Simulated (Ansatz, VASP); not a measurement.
# Mg in VASP and in Ansatz

The input INCAR:

```
SYSTEM = Mg
PREC = Accurate
ENCUT = 520
EDIFF = 1E-6
ISMEAR = -1
SIGMA = 0.1
LREAL = .FALSE.
LASPH = .TRUE.
NELM = 60
ALGO = Normal
ISIF = 2
LWAVE = .FALSE.
LCHARG = .FALSE.
GGA = B5
ALDAX = 1.0
AGGAX = 1.0
AGGAC = 1.0
ALDAC = 0.0
NBANDS = 10
```

The input KPOINTS:

```
Automatic mesh
0
G
  8 8 11
  0 0 0
```

The input POSCAR:

```
Mg
1.0
    5.0734561029      0.0000000000      0.0000000000
   -2.5367280515      4.3937418701      0.0000000000
    0.0000000000      0.0000000000      3.0938689164
Mg
3
Direct
    1.0000000000      1.0000000000      0.0000000000
    0.3333333333      0.6666666667      0.5000000000
    0.6666666667      0.3333333333      0.5000000000
```

Input for Ansatz:

```yaml
crystal:
  lattice:
    - [5.0734561029, 0.0, 0.0]
    - [-2.5367280515, 4.3937418701, 0.0]
    - [0.0, 0.0, 3.0938689164]
  atoms:
    - { symbol: Mg, position: [1.0, 1.0, 0.0] }
    - { symbol: Mg, position: [0.3333333333, 0.6666666667, 0.5] }
    - { symbol: Mg, position: [0.6666666667, 0.3333333333, 0.5] }
hamiltonian:
  xc: blyp
  pseudopotentials:
    kind: paw
    azcp:
      Mg: "pseudopotentials/Mg.paw.azcp"
basis:
  ecutwfc: 420
  fft_grid_basis: typed
kpoints:
  mp_grid: { grid: [8, 8, 11], shift: [0, 0, 0] }
magnetization:
  spin_polarized: false
scf:
  occupations: { method: fermi_dirac, width: 0.1 }
  lower_state_search: "off"
output:
  stress: true
  write_density: true
  write_potential: true
  elf: true
  volumetric_format: npy
```

Alike in both runs: task single point; functional BLYP; k mesh 8 × 8 × 11; occupations fermi-dirac, width 0.1 eV; no spin polarisation.

|  | VASP | Ansatz |
| --- | --- | --- |
| version | VASP 6.6.1 | Ansatz 0.2.0 |
| potentials or method | VASP PAW PBE potentials, release 64 (Mg), cutoff 520 eV | plane waves (420 eV) with PAW, scalar-relativistic |
| valence electrons in the cell | 6 | 30 |

|  | VASP | Ansatz | Ansatz less VASP |
| --- | --- | --- | --- |
| pressure (GPa) | 1.2 | 1.2 | +0.04 |
| traceless stress, the component that is largest in VASP (GPa) | 0.14 | 0.15 | +0.005 |

VASP's potentials were made for PBE, not for BLYP. The functional is the same, so the differences come from potentials, cutoffs and numerics. VASP's potentials hold 6 valence electrons a cell and Ansatz's 30, so a difference there can come from the potentials and not from the codes.
